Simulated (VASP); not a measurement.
ScAl3N4 (wurtzite Al6Sc2N8):

```
Al Sc N
1.0
     6.40000    0.00000    0.00000
    -3.20000    5.54256    0.00000
     0.00000    0.00000    5.00000
Al Sc N
6 2 8
Direct
  0.33333 0.16667 0.50000
  0.16667 0.83333 0.00000
  0.33333 0.66667 0.50000
  0.66667 0.33333 0.00000
  0.66667 0.83333 0.00000
  0.83333 0.66667 0.50000
  0.16667 0.33333 0.00000
  0.83333 0.16667 0.50000
  0.16667 0.33333 0.38200
  0.33333 0.16667 0.88200
  0.16667 0.83333 0.38200
  0.33333 0.66667 0.88200
  0.66667 0.33333 0.38200
  0.83333 0.16667 0.88200
  0.66667 0.83333 0.38200
  0.83333 0.66667 0.88200
```

```yaml
Program: VASP 6.6.1
Task: relaxation of cell and atoms
Functional: PBE
Potentials_or_basis: VASP PAW PBE potentials, release 64 (Al, Sc_sv, N)
Cutoff: 600 eV
k_mesh: 4 × 4 × 5
Occupations: gaussian, width 0.01 eV
Spin: no spin polarisation
```

At the start: pressure 11.0 GPa; volume 11.09 Å³/atom.

How do energy, volume and symmetry change on relaxing?

Over 18 steps the energy falls by 112.3 meV/atom and the volume is 11.51 Å³/atom (+3.9 %); space group Cmc2_1 (No. 36, to 0.05 Å).

The path:
```csv
step,energy change (eV),largest force (eV/Å),pressure (GPa),volume (Å³)
1,0.0000,4.2296,11.02,177.36
2,-1.1115,1.0856,-10.55,197.65
3,-1.5779,0.6935,-4.32,189.82
4,-1.7648,0.4227,0.94,183.58
5,-1.7655,0.4024,0.61,183.94
6,-1.7846,0.2068,-0.03,184.46
7,-1.7853,0.1796,-0.18,184.59
8,-1.7933,0.0858,-0.13,184.44
9,-1.7941,0.1114,-0.10,184.38
10,-1.7966,0.0363,0.09,184.14
11,-1.7966,0.0409,0.12,184.11
12,-1.7971,0.0222,-0.08,184.29
13,-1.7971,0.0222,-0.07,184.28
14,-1.7973,0.0169,0.02,184.20
15,-1.7973,0.0226,0.06,184.16
16,-1.7974,0.0111,-0.02,184.24
17,-1.7974,0.0110,-0.02,184.24
18,-1.7974,0.0052,0.00,184.23
```

Final structure:
```
Al Sc N
1.0
     6.47933   -0.01689    0.00000
    -3.25429    5.63660    0.00000
     0.00000    0.00000    5.05195
Al Sc N
6 2 8
Direct
  0.33524 0.16429 0.49948
  0.16981 0.83490 0.99547
  0.33524 0.67095 0.49948
  0.66476 0.33571 0.99948
  0.66476 0.82905 0.99948
  0.83019 0.66510 0.49547
  0.17773 0.33887 0.99106
  0.82227 0.16113 0.49106
  0.18276 0.34138 0.41374
  0.34552 0.15439 0.87496
  0.16495 0.83247 0.37884
  0.34552 0.69113 0.87496
  0.65448 0.34561 0.37496
  0.81724 0.15862 0.91374
  0.65448 0.80887 0.37496
  0.83505 0.66753 0.87884
```
